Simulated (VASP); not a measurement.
# H12CO5 in VASP: further runs, part 2 of 2

VASP 6.6.1.

## 3. Single point, PBE

INCAR

```
SYSTEM = H12CO5
  PREC = Accurate
  ENCUT = 910
  EDIFF = 1E-6
  ISMEAR = -1
  SIGMA = 0.05
  LREAL = Auto
  LASPH = .TRUE.
  NELM = 120
  ALGO = Normal
  ISIF = 2
  LWAVE = .FALSE.
  LCHARG = .FALSE.
  GGA = PE
  NBANDS = 38
  GGA_COMPAT = .FALSE.
```

KPOINTS

```
regular mesh
0
G
  1 1 1
  0 0 0
```

POSCAR

```
H12CO5
1.0
    6.2411070000      0.0000000000      0.0000000000
    0.0000000000      6.2411070000      0.0000000000
    0.0000000000      0.0000000000      6.2411070000
O H C
5 12 1
Direct
    0.9714886392      0.1202517489      0.2845962581
    0.3540804915      0.1694063791      0.0864205309
    0.4474534706      0.7955575614      0.8824410795
    0.8458680161      0.3304635286      0.6528930075
    0.1275468323      0.6474912850      0.6268328370
    0.8509078630      0.1371274591      0.1883123861
    0.9245078237      0.1946611007      0.4174462835
    0.2136102290      0.1600308993      0.1622923422
    0.3490177074      0.3046862195      0.0100377590
    0.4121125228      0.9367293913      0.9485634130
    0.5908798531      0.8148563313      0.8259448885
    0.9502491354      0.4529299233      0.6552247680
    0.7058752986      0.3947363711      0.6329408790
    0.0718700651      0.6714411142      0.3032287726
    0.2415916999      0.6989719609      0.7255329620
    0.2948971845      0.8196078623      0.3938000589
    0.3144389477      0.5327918122      0.3708978455
    0.2091259201      0.6679867517      0.4127533289
```

Potentials or basis: VASP PAW PBE potentials, release 64 (O_h, H_h, C_h).

Launch:

```
$ cat potpaw_PBE.64/O_h/POTCAR potpaw_PBE.64/H_h/POTCAR potpaw_PBE.64/C_h/POTCAR > POTCAR
$ mpirun -np 1 vasp_gam > vasp.out
```

OUTCAR:

```text
SYSTEM = H12CO5
   PREC = Accurate
   ENCUT = 910
   EDIFF = 1E-6
   ISMEAR = -1
   LREAL = Auto
   LASPH = .TRUE.
   NELM = 120
   ISIF = 2
   GGA = PE

 ion  position               nearest neighbor table
   1  0.971  0.120  0.285-   6 0.97   7 0.99
   2  0.354  0.169  0.086-   9 0.97   8 1.00
   3  0.447  0.796  0.882-  11 0.97  10 1.00
   4  0.846  0.330  0.653-  13 0.97  12 1.00
   5  0.128  0.647  0.627-  15 0.99  18 1.44
   6  0.851  0.137  0.188-   1 0.97
   7  0.925  0.195  0.417-   1 0.99
   8  0.214  0.160  0.162-   2 1.00
   9  0.349  0.305  0.010-   2 0.97
  10  0.412  0.937  0.949-   3 1.00
  11  0.591  0.815  0.826-   3 0.97
  12  0.950  0.453  0.655-   4 1.00
  13  0.706  0.395  0.633-   4 0.97
  14  0.072  0.671  0.303-  18 1.10
  15  0.242  0.699  0.726-   5 0.99
  16  0.295  0.820  0.394-  18 1.09
  17  0.314  0.533  0.371-  18 1.10
  18  0.209  0.668  0.413-  16 1.09  14 1.10  17 1.10   5 1.44

  LATTYP: Found a simple cubic cell.
 ALAT       =     6.2411070000

  Lattice vectors:

 A1 = (   6.2411070000,   0.0000000000,   0.0000000000)
 A2 = (   0.0000000000,   6.2411070000,   0.0000000000)
 A3 = (   0.0000000000,   0.0000000000,   6.2411070000)

Analysis of symmetry for initial positions (statically):
=====================================================================
 Subroutine PRICEL returns:
 Original cell was already a primitive cell.

 Routine SETGRP: Setting up the symmetry group for a
 simple cubic supercell.

 Subroutine GETGRP returns: Found  1 space group operations
 (whereof  1 operations were pure point group operations)
 out of a pool of 48 trial point group operations.

The static configuration has the point symmetry C_1 .

[... 137 lines left out ...]
   IALGO  =     38    algorithm
   IMIX   =      4    mixing-type and parameters
     AMIX     =   0.40;   BMIX     =  1.00
     AMIX_MAG =   1.60;   BMIX_MAG =  1.00
  volume/ion in A,a.u.               =      13.51        91.14
  Fermi-wavevector in a.u.,A,eV,Ry     =   0.939866  1.776089 12.018674  0.883348
  Thomas-Fermi vector in A             =   2.067220
   LORBIT       =      0    0 simple, 1 ext, 2 COOP (PROOUT), +10 PAW based schemes
   GGA     = PE    functional components
   LHFCALC =     F    Hartree Fock is set to
   AEXX    =    0.0000 exact exchange contribution
   IVDW    =     0    specifies the selected vdW correction
   LEPSILON=     F    determine dielectric tensor
   LRPA    =     F    only Hartree local field effects (RPA)
 non-spin polarized calculation
  energy-cutoff  :      910.00
  volume of cell :      243.10
 maximum number of plane-waves:      7602
 NGX is ok and might be reduce to    64
   NGX = 31   NGY = 31   NGZ = 31

 number of electron      46.0000000 magnetization

 Free energy of the ion-electron system (eV)
  ---------------------------------------------------
  ext. energy  EPLUGINS =         0.00000000
  ---------------------------------------------------
  free energy    TOTEN  =       -89.19096592 eV

  energy without entropy =      -89.19096592  energy(sigma->0) =      -89.19096592

 E-fermi :  -2.6336     XC(G=0):  -5.7044

 val. band max:       -3.8359929048   @ k =   0.0000   0.0000   0.0000
 cond. band min:       0.3945545161   @ k =   0.0000   0.0000   0.0000
 fundamental gap:      4.2305474208
 Fermi energy:        -2.6336241094

 k-point     1 :       0.0000    0.0000    0.0000
  band No.  band energies     occupation
      1     -23.0231      2.00000
      2     -22.7387      2.00000
      3     -22.6834      2.00000
      4     -22.3527      2.00000
      5     -22.2321      2.00000
      6     -14.0903      2.00000
[... 27 lines left out ...]
     34       6.6592      0.00000
     35       6.8997      0.00000
 [bands above 35 left out]

------------------------ aborting loop because EDIFF is reached ----------------------------------------

  FORCE on cell =-STRESS in cart. coord.  units (eV):
  Direction    XX          YY          ZZ          XY          YZ          ZX
  --------------------------------------------------------------------------------------
  -------------------------------------------------------------------------------------
  Total       -0.6635836     -0.2675209     -0.1717490     -0.0319477     -0.0132729      0.1291370
  in kB       -4.3734218     -1.7631262     -1.1319308     -0.2105546     -0.0874764      0.8510918
  external PRESSURE =      -2.4228263 kB  Pullay stress =       0.0000000 kB

 VOLUME and BASIS-vectors are now :
 -----------------------------------------------------------------------------
  energy-cutoff  :      910.00
  volume of cell :      243.10
      direct lattice vectors                 reciprocal lattice vectors
     6.241107000  0.000000000  0.000000000     0.160227985  0.000000000  0.000000000
     0.000000000  6.241107000  0.000000000     0.000000000  0.160227985  0.000000000
     0.000000000  0.000000000  6.241107000     0.000000000  0.000000000  0.160227985

 POSITION                                       TOTAL-FORCE (eV/Angst)
 -----------------------------------------------------------------------------------
      6.06316      0.75050      1.77620        -0.067251      0.018572      0.048034
      2.20985      1.05728      0.53936         0.027387      0.038313     -0.017468
      2.79260      4.96516      5.50741         0.058846      0.013456     -0.028454
      5.27915      2.06246      4.07478         0.009204     -0.015740     -0.049510
      0.79603      4.04106      3.91213         0.037521      0.009041      0.022004
      5.31061      0.85583      1.17528        -0.031534     -0.021264     -0.124559
[... 10 lines left out ...]
      1.96245      3.32521      2.31481         0.029618      0.013751     -0.012801
      1.30518      4.16898      2.57604        -0.066806     -0.048739      0.022013
 -----------------------------------------------------------------------------------
    total drift:                               -0.001900      0.000213     -0.001118

  FREE ENERGIE OF THE ION-ELECTRON SYSTEM (eV)
  ---------------------------------------------------
  free  energy   TOTEN  =       -89.1909659237 eV

  energy  without entropy=      -89.1909659236  energy(sigma->0) =      -89.19096592
```

Run time: 55 s. Hardware: 1 thread of Intel Xeon Platinum 8488C (Sapphire Rapids), shared host; peak memory 0.5 GiB.

Results:

- Free energy: -89.1910 eV
- Pressure: -0.2 GPa
- Largest force: 0.153 eV/Å
- Band gap on the k mesh: 4.23 eV

Forces on the atoms (eV/Å):
```
O   -0.067  0.019  0.048
O    0.027  0.038 -0.017
O    0.059  0.013 -0.028
O    0.009 -0.016 -0.050
O    0.038  0.009  0.022
H   -0.032 -0.021 -0.125
H    0.044 -0.013  0.120
H   -0.042 -0.008 -0.022
H   -0.003 -0.040  0.001
H   -0.073  0.044  0.059
H    0.025 -0.030 -0.036
H   -0.053 -0.014  0.037
H    0.035  0.022  0.003
H   -0.011 -0.054 -0.030
H   -0.041 -0.005  0.009
H    0.123  0.091  0.000
H    0.030  0.014 -0.013
C   -0.067 -0.049  0.022
```

Caveat: the k points lie up to 1.01 Å⁻¹ apart; the cutoff is under 1.25 times the usual one of these potentials, so pressure, stress and relaxed cells hold a basis-set (Pulay) error.
